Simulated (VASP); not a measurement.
# As (R-3m) in VASP: single point with LDA

Aim: the single point of As with LDA.

All numbers are computed with VASP 6.6.1; they aren't measurements. Logs are shortened: lines on timing, memory, paths and dates and some standing lists are left out, and cuts for length are marked.

## Step 1: The cell of the first run

The structure is trigonal, space group R-3m (No. 166). The conventional cell has a = 3.759 Å, b = 3.759 Å, c = 9.985 Å, α = 90.00°, β = 90.00°, γ = 120.00°. As (site symmetry 3m) has 6 As at 2.52 to 2.99 Å within 3.3 Å.

## Step 2: Single point, LDA

Input file INCAR:

```
SYSTEM = As
  ALGO = Normal
  EDIFF = 1E-6
  ENCUT = 510
  GGA = CA
  GGA_COMPAT = .False.
  ISIF = 2
  ISMEAR = 0
  LASPH = .True.
  LCHARG = .False.
  LREAL = .False.
  LWAVE = .False.
  NBANDS = 22
  NELM = 120
  PREC = Accurate
  SIGMA = 0.05
```

Input file KPOINTS:

```
k-points
0
Gamma
  14 14 14
  0 0 0
```

Input file POSCAR:

```
As
1.0
    1.8797129982      1.0852528055      3.3284952501
   -1.8797129982      1.0852528055      3.3284952501
    0.0000000000     -2.1705056111      3.3284952501
As
2
Direct
    0.7694345559      0.7694345559      0.7694345559
    0.2305654441      0.2305654441      0.2305654441
```

Potentials or basis: VASP PAW LDA potentials, release 64 (As_d).

On the command line:

```bash
cat potpaw_LDA.64/As_d/POTCAR > POTCAR
mpirun -np 1 vasp_std > vasp.out
```

OUTCAR:

```text
SYSTEM = As
   EDIFF = 1E-6
   ENCUT = 510
   GGA = CA
   ISIF = 2
   ISMEAR = 0
   LASPH = .True.
   LREAL = .False.
   NELM = 120
   PREC = Accurate

 ion  position               nearest neighbor table
   1  0.769  0.769  0.769-   2 2.52   2 2.52   2 2.52
   2  0.231  0.231  0.231-   1 2.52   1 2.52   1 2.52

  LATTYP: Found a trigonal (rhomboedric) cell.
 ALAT       =     3.9736601814
 COS(alpha) =     0.5524602284

  Lattice vectors:

 A1 = (   1.8797129982,   1.0852528055,   3.3284952501)
 A2 = (  -1.8797129982,   1.0852528055,   3.3284952501)
 A3 = (   0.0000000000,  -2.1705056111,   3.3284952501)

Analysis of symmetry for initial positions (statically):
=====================================================================
 Subroutine PRICEL returns:
 Original cell was already a primitive cell.

 Routine SETGRP: Setting up the symmetry group for a
 trigonal (rhombohedral) supercell.

 Subroutine GETGRP returns: Found 12 space group operations
 (whereof 12 operations were pure point group operations)
 out of a pool of 12 trial point group operations.

The static configuration has the point symmetry D_3d.

Analysis of symmetry for dynamics (positions and initial velocities):
=====================================================================
 Subroutine PRICEL returns:
 Original cell was already a primitive cell.

 Routine SETGRP: Setting up the symmetry group for a
 trigonal (rhombohedral) supercell.

 Subroutine GETGRP returns: Found 12 space group operations
 (whereof 12 operations were pure point group operations)
 out of a pool of 12 trial point group operations.

The dynamic configuration has the point symmetry D_3d.

 Subroutine INISYM returns: Found 12 space group operations
 (whereof 12 operations are pure point group operations),
 and found     1 'primitive' translations

----------------------------------------------------------------------------------------

                                     Primitive cell

  volume of cell :      40.7401

  direct lattice vectors                    reciprocal lattice vectors
     1.879712998  1.085252805  3.328495250     0.265998054  0.153574048  0.100145353
    -1.879712998  1.085252805  3.328495250    -0.265998054  0.153574048  0.100145353
     0.000000000 -2.170505611  3.328495250     0.000000000 -0.307148096  0.100145353

  length of vectors
     3.973660181  3.973660181  3.973660181     0.323061983  0.323061983  0.323061983

  position of ions in fractional coordinates (direct lattice)
     0.769434556  0.769434556  0.769434556
     0.230565444  0.230565444  0.230565444

  ion indices of the primitive-cell ions
   primitive index   ion index
                 1           1
                 2           2

----------------------------------------------------------------------------------------

 KPOINTS: k-points

Automatic generation of k-mesh.
 Grid dimensions read from file:
 generate k-points for:   14   14   14

 Generating k-lattice:

  Cartesian coordinates                     Fractional coordinates (reciprocal lattice)
     0.018999861  0.010969575  0.007153240     0.071428571  0.000000000 -0.000000000
    -0.018999861  0.010969575  0.007153240     0.000000000  0.071428571 -0.000000000
     0.000000000 -0.021939150  0.007153240    -0.000000000 -0.000000000  0.071428571

  Length of vectors
     0.023075856  0.023075856  0.023075856

  Shift w.r.t. Gamma in fractional coordinates (k-lattice)
     0.000000000  0.000000000  0.000000000

 Subroutine IBZKPT returns following result:
 ===========================================

 Found    288 irreducible k-points:

 Following reciprocal coordinates:
            Coordinates               Weight
  0.000000  0.000000  0.000000      1.000000
  0.071429  0.000000  0.000000      6.000000
  0.142857  0.000000  0.000000      6.000000
  0.214286  0.000000  0.000000      6.000000
  0.285714  0.000000  0.000000      6.000000
  0.357143  0.000000  0.000000      6.000000
[... 16 lines left out ...]
  0.214286  0.142857  0.000000     12.000000
  0.285714  0.142857  0.000000     12.000000
 [... further k-points ...]
   k-points           NKPTS =    288   k-points in BZ     NKDIM =    288   number of bands    NBANDS=     22
   number of dos      NEDOS =    301   number of ions     NIONS =      2
   total plane-waves  NPLWV =  27000
   dimension x,y,z NGX =    30 NGY =   30 NGZ =   30
   dimension x,y,z NGXF=    60 NGYF=   60 NGZF=   60
   ions per type =               2
   NGX,Y,Z   is equivalent  to a cutoff of  12.55, 12.55, 12.55 a.u.
   NGXF,Y,Z  is equivalent  to a cutoff of  25.10, 25.10, 25.10 a.u.
 SYSTEM =  As
   PREC   = accura    normal or accurate (medium, high low for compatibility)
   ISTART =      0    job   : 0-new  1-cont  2-samecut
   ICHARG =      2    charge: 1-file 2-atom 10-const
   ISPIN  =      1    spin polarized calculation?
   LNONCOLLINEAR =      F non collinear calculations
   LSORBIT =      F    spin-orbit coupling
   LASPH  =      T    aspherical Exc in radial PAW
   ENCUT  =  510.0 eV  37.48 Ry    6.12 a.u.   7.32  7.32  7.32*2*pi/ulx,y,z
   NELM   =    120;   NELMIN=  2; NELMDL= -5     # of ELM steps
   EDIFF  = 0.1E-05   stopping-criterion for ELM
   LREAL  =      F    real-space projection
   EDIFFG = 0.1E-04   stopping-criterion for IOM
   NSW    =      0    number of steps for IOM
   IBRION =     -1    ionic relax: 0-MD 1-quasi-New 2-CG
   NFREE  =      0    steps in history (QN), initial steepest desc. (CG)
   ISIF   =      2    stress and relaxation
   ISYM   =      2    0-nonsym 1-usesym 2-fastsym
   POTIM  = 0.5000    time-step for ionic-motion
   TEBEG  =    0.0;   TEEND  =   0.0 temperature during run
   PSTRESS=    0.0 pullay stress
   NELECT =      30.0000    total number of electrons
   NUPDOWN=      -1.0000    fix difference up-down
   EMIN   =  10.00;   EMAX   =-10.00  energy-range for DOS
   EFERMI =   0.00;   METHOD = LEGACY
   ISMEAR =     0;   SIGMA  =   0.05  broadening in eV -4-tet -1-fermi 0-gaus
   EFERMI_NEDOS =   21; number of points for ismear=-14 and -15
   IALGO  =     38    algorithm
   IMIX   =      4    mixing-type and parameters
     AMIX     =   0.40;   BMIX     =  1.00
     AMIX_MAG =   1.60;   BMIX_MAG =  1.00
  volume/ion in A,a.u.               =      20.37       137.46
  Fermi-wavevector in a.u.,A,eV,Ry     =   1.478341  2.793660 29.735436  2.185493
  Thomas-Fermi vector in A             =   2.592634
   LORBIT       =      0    0 simple, 1 ext, 2 COOP (PROOUT), +10 PAW based schemes
   GGA     = CA    functional components
   LHFCALC =     F    Hartree Fock is set to
   AEXX    =    0.0000 exact exchange contribution
   IVDW    =     0    specifies the selected vdW correction
   LEPSILON=     F    determine dielectric tensor
   LRPA    =     F    only Hartree local field effects (RPA)
 non-spin polarized calculation
 Gauss-broadening in eV      SIGMA  =   0.05
  energy-cutoff  :      510.00
  volume of cell :       40.74
 maximum number of plane-waves:      1080
 NGX is ok and might be reduce to    30
   NGX = 15   NGY = 15   NGZ = 15

 number of electron      30.0000010 magnetization

 Free energy of the ion-electron system (eV)
  ---------------------------------------------------
  ext. energy  EPLUGINS =         0.00000000
  ---------------------------------------------------
  free energy    TOTEN  =       -10.78028388 eV

  energy without entropy =      -10.78017252  energy(sigma->0) =      -10.78022820

 E-fermi :   4.3019     XC(G=0): -11.2915

 val. band max:        4.1827104107   @ k =   0.4286   0.0714   0.0714
 cond. band min:       4.3232526031   @ k =  -0.4286   0.5000   0.4286
 fundamental gap:      0.1405421924
 Fermi energy:         4.3019467525

 k-point     1 :       0.0000    0.0000    0.0000
  band No.  band energies     occupation
      1     -32.2081      2.00000
      2     -32.2081      2.00000
      3     -32.1588      2.00000
      4     -32.1588      2.00000
      5     -32.1318      2.00000
      6     -32.0884      2.00000
[... 14 lines left out ...]
     21      11.1344      0.00000
     22      12.9180      0.00000

 k-point     2 :       0.0714    0.0000    0.0000
  band No.  band energies     occupation
      1     -32.2072      2.00000
      2     -32.2065      2.00000
      3     -32.1582      2.00000
      4     -32.1577      2.00000
      5     -32.1313      2.00000
      6     -32.0892      2.00000
[... 14 lines left out ...]
     21      10.8222      0.00000
     22      13.4273      0.00000

 k-point     3 :       0.1429    0.0000    0.0000
  band No.  band energies     occupation
      1     -32.2044      2.00000
      2     -32.2016      2.00000
      3     -32.1565      2.00000
      4     -32.1545      2.00000
      5     -32.1295      2.00000
      6     -32.0915      2.00000
[... 14 lines left out ...]
     21      10.8229      0.00000
     22      14.6060      0.00000

 k-point     4 :       0.2143    0.0000    0.0000
  band No.  band energies     occupation
      1     -32.2003      2.00000
      2     -32.1939      2.00000
      3     -32.1538      2.00000
      4     -32.1494      2.00000
      5     -32.1267      2.00000
      6     -32.0952      2.00000
[... 14 lines left out ...]
     21      11.4059      0.00000
     22      16.1228      0.00000

 k-point     5 :       0.2857    0.0000    0.0000
  band No.  band energies     occupation
      1     -32.1953      2.00000
      2     -32.1839      2.00000
      3     -32.1506      2.00000
      4     -32.1429      2.00000
      5     -32.1232      2.00000
      6     -32.1000      2.00000
[... 14 lines left out ...]
     21      12.3488      0.00000
     22      17.1787      0.00000

 k-point     6 :       0.3571    0.0000    0.0000
  band No.  band energies     occupation
      1     -32.1904      2.00000
      2     -32.1726      2.00000
      3     -32.1472      2.00000
      4     -32.1355      2.00000
      5     -32.1197      2.00000
      6     -32.1056      2.00000
[... 14 lines left out ...]
     21      13.5675      0.00000
     22      16.8923      0.00000

 k-point     7 :       0.4286    0.0000    0.0000
  band No.  band energies     occupation
      1     -32.1868      2.00000
      2     -32.1625      2.00000
      3     -32.1434      2.00000
      4     -32.1281      2.00000
      5     -32.1200      2.00000
      6     -32.1120      2.00000
[... 324 lines left out ...]
      6     -32.0946      2.00000
[... 14 lines left out ...]
     21      11.5625      0.00000
     22      14.0214      0.00000

 k-point    21 :      -0.0714    0.0714    0.0000
  band No.  band energies     occupation
      1     -32.2067      2.00000
      2     -32.2024      2.00000
      3     -32.1574      2.00000
      4     -32.1555      2.00000
      5     -32.1301      2.00000
      6     -32.0911      2.00000
[... 14 lines left out ...]
     21      11.1181      0.00000
     22      13.3164      0.00000

 k-point    22 :       0.1429    0.1429    0.0000
  band No.  band energies     occupation
      1     -32.2076      2.00000
      2     -32.1966      2.00000
      3     -32.1572      2.00000
      4     -32.1532      2.00000
      5     -32.1289      2.00000
      6     -32.0928      2.00000
[... 14 lines left out ...]
     21      11.6570      0.00000
     22      13.4947      0.00000

 k-point    23 :       0.2143    0.1429    0.0000
  band No.  band energies     occupation
      1     -32.2061      2.00000
      2     -32.1905      2.00000
      3     -32.1557      2.00000
      4     -32.1500      2.00000
      5     -32.1269      2.00000
      6     -32.0956      2.00000
[... 14 lines left out ...]
     21      12.2819      0.00000
     22      13.9790      0.00000

 k-point    24 :       0.2857    0.1429    0.0000
  band No.  band energies     occupation
      1     -32.2026      2.00000
      2     -32.1829      2.00000
      3     -32.1526      2.00000
      4     -32.1461      2.00000
      5     -32.1241      2.00000
      6     -32.1001      2.00000
[... 14 lines left out ...]
     21      12.9817      0.00000
     22      15.1286      0.00000

 [... further k-points ...]

------------------------ aborting loop because EDIFF is reached ----------------------------------------

  FORCE on cell =-STRESS in cart. coord.  units (eV):
  Direction    XX          YY          ZZ          XY          YZ          ZX
  --------------------------------------------------------------------------------------
  -------------------------------------------------------------------------------------
  Total        0.0904424      0.0904424      0.0660611      0.0000000     -0.0000000      0.0000000
  in kB        3.5568122      3.5568122      2.5979729      0.0000000     -0.0000000      0.0000000
  external PRESSURE =       3.2371991 kB  Pullay stress =       0.0000000 kB

 VOLUME and BASIS-vectors are now :
 -----------------------------------------------------------------------------
  energy-cutoff  :      510.00
  volume of cell :       40.74
      direct lattice vectors                 reciprocal lattice vectors
     1.879712998  1.085252805  3.328495250     0.265998054  0.153574048  0.100145353
    -1.879712998  1.085252805  3.328495250    -0.265998054  0.153574048  0.100145353
     0.000000000 -2.170505611  3.328495250     0.000000000 -0.307148096  0.100145353

 POSITION                                       TOTAL-FORCE (eV/Angst)
 -----------------------------------------------------------------------------------
      0.00000     -0.00000      7.68318         0.000000      0.000000     -0.032298
      0.00000     -0.00000      2.30231         0.000000     -0.000000      0.032298
 -----------------------------------------------------------------------------------
    total drift:                               -0.000000      0.000000     -0.000000

  FREE ENERGIE OF THE ION-ELECTRON SYSTEM (eV)
  ---------------------------------------------------
  free  energy   TOTEN  =       -10.7802838776 eV

  energy  without entropy=      -10.7801725249  energy(sigma->0) =      -10.78022820
```

It took 2.1 min on 1 thread of AMD EPYC 7R13 (Zen 3), shared host; peak memory 0.26 GiB.

Results:

```yaml
Free_energy: -10.7803 eV
Pressure: 0.3 GPa
Largest_force: 0.032 eV/Å
Band_gap_on_the_k_mesh: zero (bands 15 and 16 overlap by 0.44 eV)
```

Forces in eV/Å, atoms in the order of the input:
```
As   0.000  0.000 -0.032
As   0.000  0.000  0.032
```

Stress tensor (GPa, compression positive):
```
0.36 0.00 0.00
0.00 0.36 0.00
0.00 0.00 0.26
```

The gap in the log of VASP goes by the Fermi energy; the results here count the filled bands.